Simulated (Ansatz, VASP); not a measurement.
# Two plane-wave programs on Si2Ni

Contents of INCAR:

```
PREC     = Accurate       # precision mode
ENCUT    = 520            # plane-wave cutoff, eV
EDIFF    = 1E-6           # SCF threshold, eV
ISMEAR   = 0              # smearing method
SIGMA    = 0.1            # smearing width, eV
LREAL    = F              # projectors in reciprocal space
LASPH    = T              # aspherical terms in the spheres
NELM     = 100            # most SCF steps
ALGO     = Normal         # electronic algorithm
ISIF     = 2              # what is computed and relaxed
LWAVE    = F              # write WAVECAR
LCHARG   = F              # write CHGCAR
GGA      = PS             # functional
NBANDS   = 16             # bands
```

KPOINTS

```
regular mesh
0
Gamma
  14 14 14
```

The input POSCAR:

```
Si2Ni
1.0
    0.0000000000      2.6122456511      2.6122456511
    2.6122456511      0.0000000000      2.6122456511
    2.6122456511      2.6122456511      0.0000000000
Si Ni
2 1
Direct
    0.2500000000      0.2500000000      0.2500000000
    0.7500000000      0.7500000000      0.7500000000
    0.0000000000      0.0000000000      0.0000000000
```

Input for Ansatz:

```yaml
crystal:
  lattice:
    - [0.0, 2.6122456511, 2.6122456511]
    - [2.6122456511, 0.0, 2.6122456511]
    - [2.6122456511, 2.6122456511, 0.0]
  atoms:
    - { symbol: Si, position: [0.25, 0.25, 0.25] }
    - { symbol: Si, position: [0.75, 0.75, 0.75] }
    - { symbol: Ni, position: [0.0, 0.0, 0.0] }
basis:
  ecutwfc: 420
kpoints:
  mp_grid: { grid: [14, 14, 14] }
hamiltonian:
  xc: pbesol
scf:
  occupations: { method: gaussian, width: 0.1 }
output:
  forces: true
  stress: true
  eigenvalues: true
```

Alike in both runs: task single point; functional PBEsol; k mesh 14 × 14 × 14; occupations gaussian, width 0.1 eV; no spin polarisation.

|  | VASP | Ansatz |
| --- | --- | --- |
| version | VASP 6.6.1 | Ansatz 0.2.0 |
| potentials or method | VASP PAW PBE potentials, release 64 (Si, Ni), cutoff 520 eV | scalar-relativistic, plane waves, PAW |
| valence electrons in the cell | 18 | 26 |

```csv
,VASP,Ansatz,Ansatz less VASP
gap on the k mesh at the Fermi level (eV),none,none,-
pressure (GPa),18.4,18.5,+0.02
```

VASP's potentials were made for PBE, not for PBEsol. A gap of «none» marks a metal or a gap that the smearing closes. VASP's potentials hold 18 valence electrons a cell and Ansatz's 26, so a difference there can come from the potentials and not from the codes.
